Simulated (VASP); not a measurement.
# MoS2 (P6_3/mmc) in VASP: a series of runs

MoS2 is run at these levels: LDA; tasks: single point, relaxation of cell and atoms.

Program: VASP 6.6.1. These are calculated values, not measurements. Logs are shortened: lines on timing, memory, paths and dates and some standing lists are left out, and cuts for length are marked.

**What was measured.**

“Multiwavelength excitation Raman Scattering Analysis of bulk and 2 dimensional MoS2: Vibrational properties of atomically thin MoS2 layers”, 2015, arxiv:1506.03228 reports, for a bulk crystal of MoS2 at 300 K: band gap 1.3 eV (indirect).

The results are compared with them further down.

## 1. The cell of the first run

Symmetry: P6_3/mmc, No. 194, hexagonal system. The conventional cell has a = 3.023 Å, b = 3.023 Å, c = 11.056 Å, α = 90.00°, β = 90.00°, γ = 120.00°. Within 3.1 Å of Mo (site symmetry -6m2) lie 6 S at 2.34 Å and 6 Mo at 3.02 Å. S (site symmetry 3m) has 3 Mo at 2.34 Å and 10 S at 2.97 to 3.13 Å within 3.2 Å.

## 2. Single point, LDA

Contents of INCAR:

```
ALGO = Normal
EDIFF = 1E-6
ENCUT = 520
GGA = CA
ISIF = 2
ISMEAR = 0
LASPH = True
LCHARG = False
LREAL = False
LWAVE = False
NBANDS = 35
NELM = 80
PREC = Accurate
SIGMA = 0.01
```

Contents of KPOINTS:

```
k-points
0
Gamma
  6 6 2
```

Contents of POSCAR:

```
MoS2
1.0
    3.0229612999      0.0000000000      0.0000000000
   -1.5114806499      2.6179612804      0.0000000000
    0.0000000000      0.0000000000     11.0557827021
Mo S
2 4
Direct
    0.3333333333      0.6666666667      0.2500000000
    0.6666666667      0.3333333333      0.7500000000
    0.3333333333      0.6666666667      0.6084349766
    0.6666666667      0.3333333333      0.1084349766
    0.3333333333      0.6666666667      0.8915650234
    0.6666666667      0.3333333333      0.3915650234
```

Potentials or basis: VASP PAW LDA potentials, release 64 (Mo_sv, S).

Command:

```sh
$ cat potpaw_LDA.64/Mo_sv/POTCAR potpaw_LDA.64/S/POTCAR > POTCAR
$ mpirun -np 1 vasp_std > vasp.out
```

OUTCAR:

```text
EDIFF = 1E-6
   ENCUT = 520
   GGA = CA
   ISIF = 2
   ISMEAR = 0
   LASPH = True
   LREAL = False
   NELM = 80
   PREC = Accurate

 ion  position               nearest neighbor table
   1  0.333  0.667  0.250-   4 2.34   6 2.34   4 2.34   6 2.34   4 2.34   6 2.34
   2  0.667  0.333  0.750-   3 2.34   5 2.34   3 2.34   5 2.34   3 2.34   5 2.34
   3  0.333  0.667  0.608-   2 2.34   2 2.34   2 2.34
   4  0.667  0.333  0.108-   1 2.34   1 2.34   1 2.34
   5  0.333  0.667  0.892-   2 2.34   2 2.34   2 2.34
   6  0.667  0.333  0.392-   1 2.34   1 2.34   1 2.34

  LATTYP: Found a hexagonal cell.
 ALAT       =     3.0229612999
 C/A-ratio  =     3.6572690171

  Lattice vectors:

 A1 = (   3.0229612999,   0.0000000000,   0.0000000000)
 A2 = (  -1.5114806499,   2.6179612804,   0.0000000000)
 A3 = (   0.0000000000,   0.0000000000,  11.0557827021)

Analysis of symmetry for initial positions (statically):
=====================================================================
 Subroutine PRICEL returns:
 Original cell was already a primitive cell.

 Routine SETGRP: Setting up the symmetry group for a
 hexagonal supercell.

 Subroutine GETGRP returns: Found 24 space group operations
 (whereof 12 operations were pure point group operations)
 out of a pool of 24 trial point group operations.

The static configuration has the point symmetry D_3d.
 The point group associated with its full space group is D_6h.

Analysis of symmetry for dynamics (positions and initial velocities):
=====================================================================
 Subroutine PRICEL returns:
 Original cell was already a primitive cell.

 Routine SETGRP: Setting up the symmetry group for a
 hexagonal supercell.

 Subroutine GETGRP returns: Found 24 space group operations
 (whereof 12 operations were pure point group operations)
 out of a pool of 24 trial point group operations.

The dynamic configuration has the point symmetry D_3d.
 The point group associated with its full space group is D_6h.

 Subroutine INISYM returns: Found 24 space group operations
 (whereof 12 operations are pure point group operations),
 and found     1 'primitive' translations

[... 89 lines left out ...]
   ENCUT  =  520.0 eV  38.22 Ry    6.18 a.u.   5.62  5.62 20.56*2*pi/ulx,y,z
   NELM   =     80;   NELMIN=  2; NELMDL= -5     # of ELM steps
   EDIFF  = 0.1E-05   stopping-criterion for ELM
   LREAL  =      F    real-space projection
   EDIFFG = 0.1E-04   stopping-criterion for IOM
   NSW    =      0    number of steps for IOM
   IBRION =     -1    ionic relax: 0-MD 1-quasi-New 2-CG
   NFREE  =      0    steps in history (QN), initial steepest desc. (CG)
   ISIF   =      2    stress and relaxation
   ISYM   =      2    0-nonsym 1-usesym 2-fastsym
   POTIM  = 0.5000    time-step for ionic-motion
   TEBEG  =    0.0;   TEEND  =   0.0 temperature during run
   PSTRESS=    0.0 pullay stress
   NELECT =      52.0000    total number of electrons
   NUPDOWN=      -1.0000    fix difference up-down
   EMIN   =  10.00;   EMAX   =-10.00  energy-range for DOS
   EFERMI =   0.00;   METHOD = LEGACY
   ISMEAR =     0;   SIGMA  =   0.01  broadening in eV -4-tet -1-fermi 0-gaus
   EFERMI_NEDOS =   21; number of points for ismear=-14 and -15
   IALGO  =     38    algorithm
   IMIX   =      4    mixing-type and parameters
     AMIX     =   0.40;   BMIX     =  1.00
     AMIX_MAG =   1.60;   BMIX_MAG =  1.00
  volume/ion in A,a.u.               =      14.58        98.41
  Fermi-wavevector in a.u.,A,eV,Ry     =   1.376409  2.601036 25.776262  1.894502
  Thomas-Fermi vector in A             =   2.501656
   LORBIT       =      0    0 simple, 1 ext, 2 COOP (PROOUT), +10 PAW based schemes
   GGA     = CA    functional components
   LHFCALC =     F    Hartree Fock is set to
   AEXX    =    0.0000 exact exchange contribution
   IVDW    =     0    specifies the selected vdW correction
   LEPSILON=     F    determine dielectric tensor
   LRPA    =     F    only Hartree local field effects (RPA)
 non-spin polarized calculation
 Gauss-broadening in eV      SIGMA  =   0.01
  energy-cutoff  :      520.00
  volume of cell :       87.50
 maximum number of plane-waves:      2381
 NGX is ok and might be reduce to    24
   NGX = 11   NGY = 11   NGZ = 41

 number of electron      52.0000001 magnetization

 Free energy of the ion-electron system (eV)
  ---------------------------------------------------
  ext. energy  EPLUGINS =         0.00000000
  ---------------------------------------------------
  free energy    TOTEN  =       -48.41617681 eV

  energy without entropy =      -48.41617619  energy(sigma->0) =      -48.41617650

 E-fermi :  10.7321     XC(G=0): -12.2737

 val. band max:       10.7084651627   @ k =   0.0000   0.0000   0.0000
 cond. band min:      10.7590344820   @ k =   0.1667   0.1667   0.0000
 fundamental gap:      0.0505693193
 Fermi energy:        10.7320928514

 k-point     1 :       0.0000    0.0000    0.0000
  band No.  band energies     occupation
      1     -50.7809      2.00000
      2     -50.7808      2.00000
      3     -25.2595      2.00000
      4     -25.2585      2.00000
      5     -24.8245      2.00000
      6     -24.8245      2.00000
[... 521 lines left out ...]
     34      15.0343      0.00000
     35      17.6159      0.00000

------------------------ aborting loop because EDIFF is reached ----------------------------------------

  FORCE on cell =-STRESS in cart. coord.  units (eV):
  Direction    XX          YY          ZZ          XY          YZ          ZX
  --------------------------------------------------------------------------------------
  -------------------------------------------------------------------------------------
  Total        8.2945094      8.2945094      8.2777866      0.0000000      0.0000000     -0.0000000
  in kB      151.8853846    151.8853846    151.5791639      0.0000000      0.0000000     -0.0000000
  external PRESSURE =     151.7833110 kB  Pullay stress =       0.0000000 kB

 VOLUME and BASIS-vectors are now :
 -----------------------------------------------------------------------------
  energy-cutoff  :      520.00
  volume of cell :       87.50
      direct lattice vectors                 reciprocal lattice vectors
     3.022961300  0.000000000  0.000000000     0.330801456  0.190988310  0.000000000
    -1.511480650  2.617961280  0.000000000     0.000000000  0.381976620  0.000000000
     0.000000000  0.000000000 11.055782702     0.000000000  0.000000000  0.090450403

 POSITION                                       TOTAL-FORCE (eV/Angst)
 -----------------------------------------------------------------------------------
     -0.00000      1.74531      2.76395        -0.000000     -0.000000     -0.000000
      1.51148      0.87265      8.29184         0.000000      0.000000     -0.000000
     -0.00000      1.74531      6.72672         0.000000     -0.000000     -0.008474
      1.51148      0.87265      1.19883         0.000000      0.000000     -0.008474
     -0.00000      1.74531      9.85695        -0.000000     -0.000000      0.008474
      1.51148      0.87265      4.32906        -0.000000      0.000000      0.008474
 -----------------------------------------------------------------------------------
    total drift:                               -0.000000      0.000000     -0.000000

  FREE ENERGIE OF THE ION-ELECTRON SYSTEM (eV)
  ---------------------------------------------------
  free  energy   TOTEN  =       -48.4161768111 eV

  energy  without entropy=      -48.4161761852  energy(sigma->0) =      -48.41617650
```

OSZICAR:

```text
N       E                     dE             d eps       ncg     rms          rms(c)
DAV:   1     0.489007150681E+03    0.48901E+03   -0.29061E+04  1004   0.145E+03
DAV:   2    -0.237912578642E+02   -0.51280E+03   -0.49655E+03  1126   0.405E+02
DAV:   3    -0.504624527172E+02   -0.26671E+02   -0.26205E+02  1178   0.844E+01
DAV:   4    -0.509423405192E+02   -0.47989E+00   -0.47816E+00  1165   0.110E+01
DAV:   5    -0.509490588503E+02   -0.67183E-02   -0.67168E-02  1131   0.136E+00    0.429E+01
DAV:   6    -0.489648290236E+02    0.19842E+01   -0.88446E+00  1123   0.205E+01    0.139E+01
DAV:   7    -0.487503290052E+02    0.21450E+00   -0.40796E+00  1117   0.132E+01    0.102E+01
DAV:   8    -0.484194656990E+02    0.33086E+00   -0.91216E-01  1112   0.678E+00    0.311E+00
DAV:   9    -0.484243663908E+02   -0.49007E-02   -0.70908E-02  1092   0.129E+00    0.137E+00
DAV:  10    -0.484162521582E+02    0.81142E-02   -0.32941E-02  1082   0.124E+00    0.258E-01
DAV:  11    -0.484162140555E+02    0.38103E-04   -0.19594E-03  1063   0.285E-01    0.104E-01
DAV:  12    -0.484161930761E+02    0.20979E-04   -0.12537E-04  1084   0.590E-02    0.952E-02
DAV:  13    -0.484161775469E+02    0.15529E-04   -0.91221E-05  1128   0.531E-02    0.196E-02
DAV:  14    -0.484161771633E+02    0.38358E-06   -0.10797E-05   973   0.193E-02    0.193E-02
DAV:  15    -0.484161768111E+02    0.35216E-06   -0.81263E-07   559   0.643E-03
   1 F= -.48416177E+02 E0= -.48416176E+02  d E =-.625890E-06
```

stdout:

```text
POSCAR found type information on POSCAR MoS
 POSCAR found :  2 types and       6 ions
 scaLAPACK will be used
 LDA part: xc-table for (Slater(with rela. corr.)+CA(PZ))
 , standard interpolation
 POSCAR, INCAR and KPOINTS ok, starting setup
 FFT: planning ... GRIDC
 FFT: planning ... GRID_SOFT
 FFT: planning ... GRID
 WAVECAR not read
 entering main loop
```

Wall time 31 s (1 thread of AMD EPYC 7R13 (Zen 3), shared host); peak memory 0.15 GiB.

Results:

- Free energy: -48.4162 eV
- Pressure: 15.2 GPa
- Largest force: 0.008 eV/Å
- Band gap on the k mesh: 0.05 eV (least direct gap 1.39 eV)

Forces on the atoms (eV/Å):
```
Mo   0.000  0.000  0.000
Mo   0.000  0.000  0.000
S    0.000  0.000 -0.008
S    0.000  0.000 -0.008
S    0.000  0.000  0.008
S    0.000  0.000  0.008
```

Levels at points of the mesh, in eV from the valence-band top:
```csv
k point,band 23,band 24,band 25,band 26,band 27,band 28,band 29,band 30
"(0.00, 0.00, 0.00)",-2.44,-2.24,-0.64,0.00,1.81,1.81,1.88,1.88
"(0.50, 0.00, 0.00)",-2.35,-2.17,-1.87,-1.56,1.61,1.71,1.74,2.49
"(0.00, 0.00, 0.50)",-2.53,-2.53,-0.20,-0.20,1.83,1.83,1.83,1.83
"(0.50, 0.00, 0.50)",-1.98,-1.98,-1.96,-1.96,1.65,1.65,2.15,2.15
```

Caveat: the cell stands under pressure. A k mesh can miss the band edges.

## 3. Single point, LDA

This run uses another cell than the first one, of 16.99 Å³/atom.

Contents of INCAR:

```
SYSTEM = MoS2
ALGO = Normal
EDIFF = 1E-6
ENCUT = 520
GGA = CA
ISIF = 2
ISMEAR = 0
LASPH = .True.
LCHARG = .False.
LREAL = .False.
LWAVE = .False.
NBANDS = 35
NELM = 80
PREC = Accurate
SIGMA = 0.01
```

Contents of KPOINTS:

```
k-points
0
Gamma
  6 6 2
  0 0 0
```

Contents of POSCAR:

```
MoS2
1.0
    3.1221685093      0.0000000000      0.0000000000
   -1.5610842547      2.7038772440      0.0000000000
    0.0000000000      0.0000000000     12.0760599498
Mo S
2 4
Direct
    0.3333333333      0.6666666667      0.2500000000
    0.6666666667      0.3333333333      0.7500000000
    0.3333333333      0.6666666667      0.6212940462
    0.6666666667      0.3333333333      0.1212940462
    0.3333333333      0.6666666667      0.8787059538
    0.6666666667      0.3333333333      0.3787059538
```

Potentials or basis: VASP PAW LDA potentials, release 64 (Mo_sv, S).

Command:

```sh
$ cat potpaw_LDA.64/Mo_sv/POTCAR potpaw_LDA.64/S/POTCAR > POTCAR
$ mpirun -np 1 vasp_std > vasp.out
```

It took 32 s on 1 thread of AMD EPYC 7R13 (Zen 3), shared host; peak memory 0.16 GiB.

The run converged. Its results:

| Quantity | Value |
| --- | --- |
| Free energy | -48.9582 eV |
| Pressure | 0.1 GPa |
| Largest force | 0.018 eV/Å |
| Band gap on the k mesh | 0.74 eV (least direct gap 1.77 eV) |

Forces in eV/Å, atoms in the order of the input:
```
Mo   0.000  0.000  0.000
Mo   0.000  0.000  0.000
S    0.000  0.000 -0.018
S    0.000  0.000 -0.018
S    0.000  0.000  0.018
S    0.000  0.000  0.018
```

Levels at points of the mesh, in eV from the valence-band top:
```
           k point  band 24  band 25  band 26  band 27  band 28  band 29
(0.00, 0.00, 0.00)    -1.40    -1.14     0.00     2.14     2.14     2.18
(0.50, 0.00, 0.00)    -1.53    -1.51    -1.39     1.67     1.72     2.02
(0.00, 0.00, 0.50)    -2.23    -0.29    -0.29     2.15     2.15     2.15
(0.50, 0.00, 0.50)    -1.64    -1.45    -1.45     1.69     1.69     2.21
```

[end of part 1 of 2]
